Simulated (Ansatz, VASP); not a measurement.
# In8H: VASP beside Ansatz

```xyz
9
Lattice="6.9794 0.1338 -0.0350 -1.6869 2.9218 0.0000 -0.0645 -0.0372 11.0299" Properties=species:S:1:pos:R:3 pbc="T T T"
In   -0.1085   -0.0627   -0.1479
In    3.4013    0.0159   -0.0258
In   -0.0262    1.9328    2.5723
In    3.5111    2.0272    2.6060
In   -0.0906   -0.0523    5.2998
In    3.3683   -0.0032    5.2751
In    2.0121    1.1617    8.1860
In    5.2622    1.0902    8.0477
H     0.0399    1.9709    7.9938
```

Alike in both runs: functional PBE; k mesh 10 × 10 × 4; occupations gaussian, width 0.1 eV; no spin polarisation.

Ansatz relaxed the structure, and its values are those at the end. VASP's run is a single point on that final structure, the one shown.

|  | VASP | Ansatz |
| --- | --- | --- |
| version | VASP 6.6.1 | Ansatz 0.2.0 |
| potentials or method | VASP PAW PBE potentials, release 64 (In_d, H), cutoff 500 eV | scalar-relativistic, plane waves, PAW |
| valence electrons in the cell | 105 | 105 |

```csv
,VASP,Ansatz,Ansatz less VASP
gap on the k mesh at the Fermi level (eV),none,none,-
pressure (GPa),0.0,0.0,+0.05
rms of the force components (eV/Å),0.007,0.007,+0.0002
```

A gap of «none» marks a metal or a gap that the smearing closes. The functional is the same, so the differences come from potentials, cutoffs and numerics.
